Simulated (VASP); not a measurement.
Input of a VASP 6.6.1 run:

Contents of INCAR:

```
SYSTEM = Mo
  ALGO = Fast
  EDIFF = 1E-7
  ENCUT = 520
  GGA = PE
  ISIF = 2
  ISMEAR = 0
  LASPH = .TRUE.
  LCHARG = .TRUE.
  LELF = .TRUE.
  LREAL = .FALSE.
  LVHAR = .TRUE.
  LWAVE = .FALSE.
  NBANDS = 13
  NELM = 80
  PREC = Accurate
  SIGMA = 0.05
```

File KPOINTS:

```
k-points
0
G
  20 20 20
  0 0 0
```

File POSCAR:

```
Mo
1.0
   -1.5699792369      1.5699792369      1.5699792369
    1.5699792369     -1.5699792369      1.5699792369
    1.5699792369      1.5699792369     -1.5699792369
Mo
1
Direct
    0.0000000000      0.0000000000      0.0000000000
```

Potentials or basis: VASP PAW PBE potentials, release 64 (Mo_sv).

Launch:

```console
$ cat potpaw_PBE.64/Mo_sv/POTCAR > POTCAR
$ mpirun -np 1 vasp_std > vasp.out
```

**Question.** Predict the pressure.

**Answer.** 6.0 GPa.

**Question.** Estimate the band gap on the k mesh.

**Answer.** Zero (band 7 reaches 16.79 eV, above the bottom of band 8 at 11.37 eV).
